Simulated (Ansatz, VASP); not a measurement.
# Two plane-wave programs on Sr

File INCAR:

```
SYSTEM = Sr
PREC = Accurate
ENCUT = 520
EDIFF = 1E-6
ISMEAR = 0
SIGMA = 0.1
LREAL = .False.
LASPH = .True.
NELM = 60
ALGO = Fast
ISIF = 2
LWAVE = .False.
LCHARG = .False.
GGA = CA
NBANDS = 11
```

File KPOINTS:

```
Automatic mesh
0
Gamma
  8 8 8
  0 0 0
```

POSCAR

```
Sr
1.0
   -2.4350000000      2.4350000000      2.4350000000
    2.4350000000     -2.4350000000      2.4350000000
    2.4350000000      2.4350000000     -2.4350000000
Sr
1
Direct
    0.0000000000      0.0000000000      0.0000000000
```

File input.yaml:

```yaml
crystal:
  lattice:
    - [-2.435, 2.435, 2.435]
    - [2.435, -2.435, 2.435]
    - [2.435, 2.435, -2.435]
  atoms:
    - { symbol: Sr, position: [0.0, 0.0, 0.0] }
hamiltonian:
  xc: lda
  pseudopotentials: { kind: paw }
kpoints:
  mp_grid: { grid: [8, 8, 8] }
scf:
  occupations: { method: gaussian, width: 0.1 }
output:
  forces: true
  stress: true
  eigenvalues: true
  write_density: true
  write_potential: true
  elf: true
  volumetric_format: npy
```

Alike in both runs: task single point; functional LDA; k mesh 8 × 8 × 8; occupations gaussian, width 0.1 eV; no spin polarisation.

|  | VASP | Ansatz |
| --- | --- | --- |
| version | VASP 6.6.1 | Ansatz 0.2.0 |
| potentials or method | VASP PAW LDA potentials, release 64 (Sr_sv) | Ansatz PAW |
| plane-wave cutoff (eV) | 520 | 420 |
| valence electrons in the cell | 10 | 10 |

|  | VASP | Ansatz | Ansatz less VASP |
| --- | --- | --- | --- |
| gap on the k mesh at the Fermi level (eV) | none | none | - |
| pressure (GPa) | -1.9 | -1.9 | +0.01 |

LDA's correlation is that of Perdew and Zunger in VASP and of Perdew and Wang (1992) in Ansatz. A gap of «none» marks a metal or a gap that the smearing closes.
